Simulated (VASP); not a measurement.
## Si8HO16 (a cell with a defect): single point with PBE+D3(BJ)

System: Si8HO16 (a cell with a defect).

```
Si O H
1.0
    -4.11800   -4.11800    0.00000
     4.11800   -4.11800    0.00000
     0.00000    0.00000    5.29800
Si O H
8 16 1
Direct
  0.50803 0.50871 0.03515
  0.03825 0.47050 0.29324
  0.52447 0.53253 0.53805
  0.03003 0.47767 0.78496
  0.98136 0.99380 0.03915
  0.50342 0.03519 0.28577
  0.00498 0.98975 0.53645
  0.50966 0.01782 0.80187
  0.21920 0.47124 0.04579
  0.01671 0.18213 0.27678
  0.82349 0.48406 0.05625
  0.00130 0.77388 0.30908
  0.22540 0.46394 0.54298
  0.01483 0.17529 0.77852
  0.82580 0.49273 0.55687
  0.02319 0.80296 0.79649
  0.70321 0.97810 0.04349
  0.49747 0.69619 0.28998
  0.29167 0.01860 0.05325
  0.54580 0.33477 0.28764
  0.71243 0.98550 0.55798
  0.47835 0.70868 0.80459
  0.34746 0.02704 0.54085
  0.52273 0.28864 0.79730
  0.26110 0.72377 0.57359
```

| Quantity | Value |
| --- | --- |
| Program | VASP 6.6.1 |
| Task | single point |
| Functional | PBE |
| Dispersion | D3(BJ) |
| Potentials or basis | VASP PAW PBE potentials, release 64 (Si, O, H) |
| Cutoff | 520 eV |
| k mesh | 2 × 2 × 2 |
| Occupations | fermi-dirac, width 0.05 eV |
| Spin | collinear spin |
| Starting moments | [0.0, 0.0, 0.0, 0.0, 0.0, 0.0, 0.0, 0.0, 0.0, 0.0, 0.0, 0.0, 0.0, 0.0, 0.0, 0.0, 0.0, 0.0, 0.0, 0.0, 0.0, 0.0, 0.0, 0.0, 1.0] μB |

* Pressure: 29.5 GPa
* Largest force: 6.564 eV/Å
* Band gap on the k mesh: 1.18 eV
* Net moment: 1.00 μB per cell
* Site moments: Si +0.01, +0.00, -0.00 (each value once); O +0.00, +0.02, +0.09, -0.00, +0.03, +0.05 (each value once); H +0.36 μB
* Valence electrons inside the program's atomic spheres: Si 1.55, 1.53, 1.49, 1.48, 1.51, 1.59 (each value once); O 5.32, 5.33, 5.20, 5.21, 5.29, 5.25, 5.24, 5.28, 5.23, 5.31, 5.26, 5.30 (each value once); H 0.55
* Dispersion energy per atom: -0.248 eV

Forces in eV/Å, atoms in the order of the input:
```
Si  -2.391 -1.332  0.871
Si   4.373  0.822 -0.395
Si  -2.658  0.898  0.865
Si   2.530  1.140  2.747
Si  -4.538 -1.652 -0.434
Si  -1.626  0.537  1.135
Si  -2.178  0.664  0.147
Si  -1.569  2.630 -1.119
O    0.864  0.114 -1.178
O    0.519  1.673  2.770
O   -0.385 -1.537 -2.802
O    1.222 -2.533 -1.674
O   -0.778  2.165 -0.184
O    2.147 -1.518  1.309
O    0.054  0.038 -0.329
O   -1.356  1.889  0.444
O    2.278  0.711  0.912
O    1.999 -2.691 -1.197
O   -3.128 -2.301 -0.432
O   -2.332  4.239  1.032
O    0.111 -0.453 -1.929
O   -2.773 -0.530 -0.321
O    3.606  3.242 -0.370
O    4.226 -4.965  0.763
H    1.783 -1.249 -0.632
```

Stress tensor (GPa, compression positive):
```
23.76 -1.46 -0.42
-1.46 34.87  0.19
-0.42  0.19 29.93
```

Levels at points of the mesh, in eV from the valence-band top:
Spin up:
```tsv
k point	band 61	band 62	band 63	band 64	band 65	band 66	band 67	band 68	band 69	band 70
(0.00, 0.00, 0.00)	-5.20	-4.97	-4.92	-3.96	-0.74	1.58	2.25	2.95	3.03	3.21
(0.50, 0.00, 0.00)	-5.57	-5.34	-4.90	-4.54	-0.75	2.55	2.70	3.02	3.32	3.62
(0.00, 0.50, 0.00)	-5.54	-5.24	-4.84	-4.68	-0.38	2.10	2.76	3.30	3.31	3.62
(0.50, 0.50, 0.00)	-5.27	-5.15	-4.98	-4.60	-0.38	3.00	3.46	3.50	3.55	3.84
(0.00, 0.00, 0.50)	-5.30	-5.26	-4.79	-4.57	-0.47	2.78	3.36	3.55	3.64	3.93
(0.50, 0.00, 0.50)	-5.16	-4.96	-4.72	-4.57	-0.36	3.33	3.55	3.58	3.81	4.26
(0.00, 0.50, 0.50)	-5.12	-4.86	-4.76	-4.63	-0.09	2.84	3.51	3.78	4.04	4.40
(0.50, 0.50, 0.50)	-5.27	-5.21	-5.16	-4.80	0.00	3.94	4.08	4.26	4.42	4.70
```
Spin down:
| k point | band 62 | band 63 | band 64 | band 65 | band 66 | band 67 |
| --- | --- | --- | --- | --- | --- | --- |
| (0.00, 0.00, 0.00) | -4.95 | -4.90 | -3.93 | 1.18 | 1.92 | 2.34 |
| (0.50, 0.00, 0.00) | -5.32 | -4.87 | -4.51 | 1.53 | 2.57 | 2.76 |
| (0.00, 0.50, 0.00) | -5.23 | -4.80 | -4.66 | 1.84 | 2.16 | 2.83 |
| (0.50, 0.50, 0.00) | -5.12 | -4.96 | -4.57 | 1.89 | 3.07 | 3.48 |
| (0.00, 0.00, 0.50) | -5.21 | -4.76 | -4.56 | 2.08 | 2.84 | 3.39 |
| (0.50, 0.00, 0.50) | -4.95 | -4.70 | -4.55 | 2.23 | 3.35 | 3.60 |
| (0.00, 0.50, 0.50) | -4.83 | -4.74 | -4.62 | 2.42 | 2.88 | 3.61 |
| (0.50, 0.50, 0.50) | -5.19 | -5.14 | -4.79 | 2.55 | 3.97 | 4.15 |

It took 3.5 min on 1 thread of Intel(R) Xeon(R) 6975P-C (Granite Rapids) (shared host), peak memory 0.44 GiB.

Caveat: the k points lie up to 0.59 Å⁻¹ apart; the atoms stand as in a frame of molecular dynamics.
